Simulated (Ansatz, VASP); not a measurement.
Two plane-wave programs on Sb

```
CELL_PARAMETERS angstrom
3.37496 0.00000 0.00000
-1.68748 2.92280 0.00000
0.00000 0.00000 5.51131
ATOMIC_POSITIONS crystal
Sb 0.33333 0.66667 0.25000
Sb 0.66667 0.33333 0.75000
```

Alike in both runs: task relaxation of cell and atoms; functional PBEsol; k mesh 11 × 11 × 6; occupations fermi-dirac, width 0.1 eV; no spin polarisation.

|  | VASP | Ansatz |
| --- | --- | --- |
| version | VASP 6.6.1 | Ansatz 0.2.0 |
| potentials or method | VASP PAW PBE potentials, release 64 (Sb), cutoff 600 eV | plane waves (420 eV) with PAW, scalar-relativistic |
| valence electrons in the cell | 10 | 30 |

|  | VASP | Ansatz | Ansatz less VASP |
| --- | --- | --- | --- |
| relaxed volume (Å³/atom) | 26.08 | 26.09 | +0.005 |
| relaxed length of the cell vector where the two differ most in proportion (Å) | 5.480 | 5.482 | +0.0014 |

VASP's potentials were made for PBE, not for PBEsol, and Ansatz warns of the same on its side. VASP's potentials hold 10 valence electrons a cell and Ansatz's 30, so a difference there can come from the potentials and not from the codes.

Spin-orbit coupling is off throughout.
